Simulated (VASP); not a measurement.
# Pt (P6_3/mmc) in VASP: settings compared, part 2 of 3

VASP 6.6.1. Earlier steps stand in the parts before.

## Step 3: Single point, PBEsol

This run uses another cell than the first one: it holds 4 atoms, not 2.

INCAR

```
PREC = Accurate
ENCUT = 520
EDIFF = 1E-6
ISMEAR = 0
SIGMA = 0.15
LREAL = False
LASPH = True
NELM = 60
ALGO = Fast
ISIF = 2
LWAVE = False
LCHARG = False
GGA = PS
NBANDS = 28
```

KPOINTS

```
regular mesh
0
Gamma
  12 12 4
```

POSCAR

```
Pt
1.0
    2.7251696234      0.0000000000      0.0000000000
   -1.3625848117      2.3600661235      0.0000000000
    0.0000000000      0.0000000000      9.4136112457
Pt
4
Direct
    0.6666666667      0.3333333333      0.3750000000
    0.6666666667      0.3333333333      0.8750000000
    0.3333333333      0.6666666667      0.1250000000
    0.3333333333      0.6666666667      0.6250000000
```

Potentials or basis: VASP PAW PBE potentials, release 64 (Pt).

The run is started by

```bash
$ cat potpaw_PBE.64/Pt/POTCAR > POTCAR
$ mpirun -np 1 vasp_std > vasp.out
```

OUTCAR:

```text
PREC = Accurate
   ENCUT = 520
   EDIFF = 1E-6
   ISMEAR = 0
   LREAL = False
   LASPH = True
   NELM = 60
   ISIF = 2
   GGA = PS

 ion  position               nearest neighbor table
   1  0.667  0.333  0.375-   3 2.83   4 2.83   3 2.83   4 2.83   3 2.83   4 2.83
   2  0.667  0.333  0.875-   3 2.83   4 2.83   3 2.83   4 2.83   3 2.83   4 2.83
   3  0.333  0.667  0.125-   1 2.83   2 2.83   1 2.83   2 2.83   1 2.83   2 2.83
   4  0.333  0.667  0.625-   1 2.83   2 2.83   1 2.83   2 2.83   1 2.83   2 2.83

  LATTYP: Found a hexagonal cell.
 ALAT       =     2.7251696234
 C/A-ratio  =     3.4543212154

  Lattice vectors:

 A1 = (   2.7251696234,   0.0000000000,   0.0000000000)
 A2 = (  -1.3625848117,   2.3600661235,   0.0000000000)
 A3 = (   0.0000000000,   0.0000000000,   9.4136112457)

Analysis of symmetry for initial positions (statically):
=====================================================================
 Subroutine PRICEL returns following result:

  LATTYP: Found a hexagonal cell.
 ALAT       =     2.7251696234
 C/A-ratio  =     1.7271606077

  Lattice vectors:

 A1 = (   2.7251696234,   0.0000000000,   0.0000000000)
 A2 = (  -1.3625848117,   2.3600661235,   0.0000000000)
 A3 = (   0.0000000000,   0.0000000000,   4.7068056229)

   2 primitive cells build up your supercell.

 Routine SETGRP: Setting up the symmetry group for a
 hexagonal supercell.

 Subroutine GETGRP returns: Found 24 space group operations
 (whereof 12 operations were pure point group operations)
 out of a pool of 24 trial point group operations.

The static configuration has the point symmetry D_3d.
 The point group associated with its full space group is D_6h.

Analysis of symmetry for dynamics (positions and initial velocities):
=====================================================================
 Subroutine PRICEL returns following result:

  LATTYP: Found a hexagonal cell.
 ALAT       =     2.7251696234
 C/A-ratio  =     1.7271606077

  Lattice vectors:

 A1 = (   2.7251696234,   0.0000000000,   0.0000000000)
 A2 = (  -1.3625848117,   2.3600661235,   0.0000000000)
 A3 = (   0.0000000000,   0.0000000000,   4.7068056229)

   2 primitive cells build up your supercell.

 Routine SETGRP: Setting up the symmetry group for a
 hexagonal supercell.

 Subroutine GETGRP returns: Found 24 space group operations
 (whereof 12 operations were pure point group operations)
 out of a pool of 24 trial point group operations.

The dynamic configuration has the point symmetry D_3d.
 The point group associated with its full space group is D_6h.

 Subroutine INISYM returns: Found 24 space group operations
 (whereof 12 operations are pure point group operations),
 and found     2 'primitive' translations

----------------------------------------------------------------------------------------

                                     Primitive cell

  volume of cell :      30.2722

  direct lattice vectors                    reciprocal lattice vectors
     2.725169623  0.000000000  0.000000000     0.366949636  0.211858471  0.000000000
    -1.362584812  2.360066123  0.000000000     0.000000000  0.423716942  0.000000000
[... 35 lines left out ...]
 Subroutine IBZKPT returns following result:
 ===========================================

 Found     57 irreducible k-points:

 Following reciprocal coordinates:
            Coordinates               Weight
  0.000000  0.000000  0.000000      1.000000
  0.083333  0.000000  0.000000      6.000000
  0.166667  0.000000  0.000000      6.000000
  0.250000  0.000000  0.000000      6.000000
  0.333333  0.000000  0.000000      6.000000
  0.416667  0.000000  0.000000      6.000000
[... 16 lines left out ...]
  0.250000  0.000000  0.250000     12.000000
  0.333333  0.000000  0.250000     12.000000
 [... further k-points ...]
   k-points           NKPTS =     57   k-points in BZ     NKDIM =     57   number of bands    NBANDS=     28
   number of dos      NEDOS =    301   number of ions     NIONS =      4
   total plane-waves  NPLWV =  28000
   dimension x,y,z NGX =    20 NGY =   20 NGZ =   70
   dimension x,y,z NGXF=    40 NGYF=   40 NGZF=  140
   ions per type =               4
   NGX,Y,Z   is equivalent  to a cutoff of  12.20, 12.20, 12.36 a.u.
   NGXF,Y,Z  is equivalent  to a cutoff of  24.40, 24.40, 24.72 a.u.
 SYSTEM =  unknown system
   PREC   = accura    normal or accurate (medium, high low for compatibility)
   ISTART =      0    job   : 0-new  1-cont  2-samecut
   ICHARG =      2    charge: 1-file 2-atom 10-const
   ISPIN  =      1    spin polarized calculation?
   LNONCOLLINEAR =      F non collinear calculations
   LSORBIT =      F    spin-orbit coupling
   LASPH  =      T    aspherical Exc in radial PAW
   ENCUT  =  520.0 eV  38.22 Ry    6.18 a.u.   5.07  5.07 17.50*2*pi/ulx,y,z
   NELM   =     60;   NELMIN=  2; NELMDL= -5     # of ELM steps
   EDIFF  = 0.1E-05   stopping-criterion for ELM
   LREAL  =      F    real-space projection
   EDIFFG = 0.1E-04   stopping-criterion for IOM
   NSW    =      0    number of steps for IOM
   IBRION =     -1    ionic relax: 0-MD 1-quasi-New 2-CG
   NFREE  =      0    steps in history (QN), initial steepest desc. (CG)
   ISIF   =      2    stress and relaxation
   ISYM   =      2    0-nonsym 1-usesym 2-fastsym
   POTIM  = 0.5000    time-step for ionic-motion
   TEBEG  =    0.0;   TEEND  =   0.0 temperature during run
   PSTRESS=    0.0 pullay stress
   NELECT =      40.0000    total number of electrons
   NUPDOWN=      -1.0000    fix difference up-down
   EMIN   =  10.00;   EMAX   =-10.00  energy-range for DOS
   EFERMI =   0.00;   METHOD = LEGACY
   ISMEAR =     0;   SIGMA  =   0.15  broadening in eV -4-tet -1-fermi 0-gaus
   EFERMI_NEDOS =   21; number of points for ismear=-14 and -15
   IALGO  =     68    algorithm
   IMIX   =      4    mixing-type and parameters
     AMIX     =   0.40;   BMIX     =  1.00
     AMIX_MAG =   1.60;   BMIX_MAG =  1.00
  volume/ion in A,a.u.               =      15.14       102.14
  Fermi-wavevector in a.u.,A,eV,Ry     =   1.425838  2.694443 27.660833  2.033014
  Thomas-Fermi vector in A             =   2.546179
   LORBIT       =      0    0 simple, 1 ext, 2 COOP (PROOUT), +10 PAW based schemes
   GGA     = PS    functional components
   LHFCALC =     F    Hartree Fock is set to
   AEXX    =    0.0000 exact exchange contribution
   IVDW    =     0    specifies the selected vdW correction
   LEPSILON=     F    determine dielectric tensor
   LRPA    =     F    only Hartree local field effects (RPA)
 non-spin polarized calculation
 RMM-DIIS sequential band-by-band and
 Gauss-broadening in eV      SIGMA  =   0.15
  energy-cutoff  :      520.00
  volume of cell :       60.54
 maximum number of plane-waves:      1653
   NGX = 11   NGY = 11   NGZ = 35

 number of electron      40.0000004 magnetization

 Free energy of the ion-electron system (eV)
  ---------------------------------------------------
  ext. energy  EPLUGINS =         0.00000000
  ---------------------------------------------------
  free energy    TOTEN  =       -27.64182140 eV

  energy without entropy =      -27.54975278  energy(sigma->0) =      -27.59578709

 E-fermi :  10.9968     XC(G=0): -13.6021

 val. band max:       10.9943824052   @ k =   0.2500   0.0000   0.0000
 cond. band min:      11.0066815600   @ k =   0.2500   0.1667   0.5000
 fundamental gap:      0.0122991548
 Fermi energy:        10.9968077953

 k-point     1 :       0.0000    0.0000    0.0000
  band No.  band energies     occupation
      1       0.7677      2.00000
      2       2.5830      2.00000
      3       2.5830      2.00000
      4       3.4941      2.00000
      5       6.7558      2.00000
      6       6.7558      2.00000
[... 733 lines left out ...]
     27      20.7184      0.00000
     28      22.5679      0.00000

 [... further k-points ...]

------------------------ aborting loop because EDIFF is reached ----------------------------------------

  FORCE on cell =-STRESS in cart. coord.  units (eV):
  Direction    XX          YY          ZZ          XY          YZ          ZX
  --------------------------------------------------------------------------------------
  -------------------------------------------------------------------------------------
  Total       -0.0262944     -0.0262944     -0.1939246      0.0000000     -0.0000000      0.0000000
  in kB       -0.6958259     -0.6958259     -5.1317975      0.0000000     -0.0000000      0.0000000
  external PRESSURE =      -2.1744831 kB  Pullay stress =       0.0000000 kB

 VOLUME and BASIS-vectors are now :
 -----------------------------------------------------------------------------
  energy-cutoff  :      520.00
  volume of cell :       60.54
      direct lattice vectors                 reciprocal lattice vectors
     2.725169623  0.000000000  0.000000000     0.366949636  0.211858471  0.000000000
    -1.362584812  2.360066123  0.000000000     0.000000000  0.423716942  0.000000000
     0.000000000  0.000000000  9.413611246     0.000000000  0.000000000  0.106229158

 POSITION                                       TOTAL-FORCE (eV/Angst)
 -----------------------------------------------------------------------------------
      1.36258      0.78669      3.53010        -0.000000      0.000000      0.000000
      1.36258      0.78669      8.23691        -0.000000      0.000000      0.000000
     -0.00000      1.57338      1.17670         0.000000     -0.000000      0.000000
     -0.00000      1.57338      5.88351         0.000000     -0.000000      0.000000
 -----------------------------------------------------------------------------------
    total drift:                                0.000000     -0.000000      0.000000

  FREE ENERGIE OF THE ION-ELECTRON SYSTEM (eV)
  ---------------------------------------------------
  free  energy   TOTEN  =       -27.6418214001 eV

  energy  without entropy=      -27.5497527790  energy(sigma->0) =      -27.59578709
```

stdout:

```text
POSCAR found type information on POSCAR Pt
 POSCAR found :  1 types and       4 ions
 scaLAPACK will be used
 -----------------------------------------------------------------------------
|                                                                             |
|                                                                             |
|     You enforced a specific xc type in the INCAR file but a different       |
|     I HOPE YOU KNOW WHAT YOU ARE DOING!                                     |
|                                                                             |
 -----------------------------------------------------------------------------

 LDA part: xc-table for (Slater+PW92), standard interpolation
 POSCAR, INCAR and KPOINTS ok, starting setup
 FFT: planning ... GRIDC
 FFT: planning ... GRID_SOFT
 FFT: planning ... GRID
 WAVECAR not read
 entering main loop
```

It took 50 s on 1 thread of Intel Xeon 6975P-C (Granite Rapids), shared host; peak memory 0.21 GiB.

What came out:

| Item | Value |
| --- | --- |
| Free energy | -27.6418 eV |
| Pressure | -0.2 GPa |
| Band gap on the k mesh | zero (bands 20 and 21 overlap by 1.38 eV) |

Stress tensor (GPa, compression positive):
```
-0.07  0.00  0.00
 0.00 -0.07  0.00
 0.00  0.00 -0.51
```

Caveat: the PAW data sets were made with another functional, which shifts forces and pressure a little; spin-orbit coupling is left out, which moves the levels of the heavy elements.

## Step 4: Single point, PBEsol

INCAR

```
SYSTEM = Pt
ALGO = Normal
EDIFF = 1E-6
ENCUT = 520
GGA = PS
ISIF = 2
ISMEAR = 0
LASPH = .True.
LCHARG = .False.
LREAL = .False.
LWAVE = .False.
NBANDS = 17
NELM = 100
PREC = Accurate
SIGMA = 0.1
```

KPOINTS

```
k-points
0
Gamma
  18 18 10
  0 0 0
```

POSCAR

```
Pt
1.0
    2.7251696234      0.0000000000      0.0000000000
   -1.3625848117      2.3600661235      0.0000000000
    0.0000000000      0.0000000000      4.7068056229
Pt
2
Direct
    0.6666666667      0.3333333333      0.7500000000
    0.3333333333      0.6666666667      0.2500000000
```

The run is started by

```bash
$ cat potpaw_PBE.64/Pt/POTCAR > POTCAR
$ mpirun -np 1 vasp_std > vasp.out
```

It took 31 s on 1 thread of Intel Xeon 6975P-C (Granite Rapids), shared host; peak memory 0.21 GiB.

It converged, with:

```
Free energy            : -13.8089 eV
Pressure               : -0.4 GPa
Band gap on the k mesh : zero (bands 10 and 11 overlap by 1.37 eV)
```

Stress tensor (GPa, compression positive):
```
-0.33  0.00  0.00
 0.00 -0.33  0.00
 0.00  0.00 -0.53
```

Levels at points of the mesh, in eV from the Fermi level:
```
           k point  band 7  band 8  band 9  band 10  band 11  band 12  band 13  band 14
(0.00, 0.00, 0.00)   -3.27   -1.95   -1.95    -0.94    -0.23    -0.23     4.99    15.00
(0.50, 0.00, 0.00)   -2.86    0.04    0.30     0.53     2.32     3.84     7.44     9.03
(0.00, 0.00, 0.50)   -3.66   -3.66   -0.84    -0.84    -0.84    -0.84    12.28    12.28
(0.50, 0.00, 0.50)   -0.97   -0.97    0.43     0.43     1.65     1.65     6.73     6.73
```

Caveat: the PAW data sets were made with another functional, which shifts forces and pressure a little; spin-orbit coupling is left out, which moves the levels of the heavy elements.

## Step 5: Relaxation of cell and atoms, PBEsol

INCAR

```
SYSTEM = Pt
  PREC = Accurate
  ENCUT = 600
  EDIFF = 1E-6
  ISMEAR = 0
  SIGMA = 0.1
  LREAL = .False.
  LASPH = .True.
  NELM = 80
  ALGO = Fast
  ISIF = 3
  LWAVE = .False.
  LCHARG = .False.
  GGA = PS
  IBRION = 2
  NSW = 100
  EDIFFG = -0.005
```

KPOINTS

```
regular mesh
0
Gamma
  18 18 10
  0 0 0
```

POSCAR

```
Pt
1.0
    2.7257420488      0.0000000000      0.0000000000
   -1.3628710244      2.3605618585      0.0000000000
    0.0000000000      0.0000000000      4.7090717352
Pt
2
Direct
    0.6666666667      0.3333333333      0.7500000000
    0.3333333333      0.6666666667      0.2500000000
```

The run is started by

```bash
$ cat potpaw_PBE.64/Pt/POTCAR > POTCAR
$ mpirun -np 1 vasp_std > vasp.out
```

It took 77 s on 1 thread of Intel Xeon 6975P-C (Granite Rapids), shared host; peak memory 0.24 GiB.

The run converged. Its results:

- Free energy: -13.8089 eV
- Relaxed volume: 15.12 Å³/atom
- Relaxed cell: a = 2.725 Å, b = 2.725 Å, c = 4.702 Å, α = 90.00°, β = 90.00°, γ = 120.00°
- Space group after relaxing (to 0.1 Å): P6_3/mmc (No. 194)
- Energy gained by relaxing: 0.1 meV/atom
- Ionic steps: 4
- Pressure after relaxing: 0.0 GPa
- Band gap on the k mesh: zero (bands 10 and 11 overlap by 1.37 eV)

Step by step:
```
step  energy change (eV)  largest force (eV/Å)  pressure (GPa)  volume (Å³)
   1              0.0000                0.0000           -0.47        30.30
   2              0.0004                0.0000            1.27        30.11
   3             -0.0001                0.0000            0.02        30.24
   4             -0.0001                0.0000            0.01        30.23
```

Final structure:
```
Pt
1.0
     2.72502    0.00000    0.00000
    -1.36251    2.35993    0.00000
     0.00000    0.00000    4.70155
Pt
2
Direct
  0.66667 0.33333 0.75000
  0.33333 0.66667 0.25000
```

Levels at points of the mesh, in eV from the Fermi level:
| k point | band 8 | band 9 | band 10 | band 11 | band 12 | band 13 |
| --- | --- | --- | --- | --- | --- | --- |
| (0.00, 0.00, 0.00) | -1.97 | -1.97 | -0.94 | -0.23 | -0.23 | 5.02 |
| (0.50, 0.00, 0.00) | 0.05 | 0.30 | 0.52 | 2.32 | 3.85 | 7.45 |
| (0.00, 0.00, 0.50) | -3.67 | -0.85 | -0.85 | -0.85 | -0.85 | 12.31 |
| (0.50, 0.00, 0.50) | -0.97 | 0.43 | 0.43 | 1.65 | 1.65 | 6.73 |

Caveat: the PAW data sets were made with another functional, which shifts forces and pressure a little; spin-orbit coupling is left out, which moves the levels of the heavy elements.

[end of part 2 of 3]
